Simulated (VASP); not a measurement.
Write the native input for VASP 6.6.1 that does the following.

```
Task                   : single point
Functional             : PBE
Dispersion             : D3(BJ)
Potentials or basis    : VASP PAW PBE potentials, release 64 (C)
Cutoff                 : 520 eV
k mesh                 : 21 × 21 × 6
Occupations            : gaussian, width 0.1 eV
Spin                   : no spin polarisation
Dipole correction      : no
Further INCAR settings : ALGO = Normal; EDIFF = 1e-06; NBANDS = 16
```

The structure of C lies in POSCAR:

```
C
1.0
    2.4650255242      0.0000000000      0.0000000000
   -1.2325127621      2.1347747249      0.0000000000
    0.0000000000      0.0000000000      6.7438714828
C
4
Direct
    0.0000000000      0.0000000000      0.0024997901
    0.0000000000      0.0000000000      0.5024997901
    0.3333333333      0.6666666667      0.0025002099
    0.6666666667      0.3333333333      0.5025002099
```

The input as run:

INCAR

```
  ALGO = Normal
  EDIFF = 1E-6
  ENCUT = 520
  GGA = PE
  ISIF = 2
  ISMEAR = 0
  IVDW = 12
  LASPH = T
  LCHARG = T
  LELF = T
  LREAL = F
  LVHAR = T
  LWAVE = F
  NBANDS = 16
  NELM = 60
  PREC = Accurate
  SIGMA = 0.1
```

KPOINTS

```
k-points
0
Gamma
  21 21 6
```

Potentials or basis: VASP PAW PBE potentials, release 64 (C).

Launch:

```console
$ cat potpaw_PBE.64/C/POTCAR > POTCAR
$ mpirun -np 1 vasp_std > vasp.out
```

Results of the run:

| Property | Result |
| --- | --- |
| Pressure | 0.4 GPa |
| Band gap on the k mesh | zero (band 8 reaches 4.64 eV, above the bottom of band 9 at 4.61 eV) |
| Dispersion energy per atom | -0.155 eV |

It took 37 s on 1 thread of Intel(R) Xeon(R) 6975P-C (Granite Rapids) (shared host), peak memory 0.2 GiB.
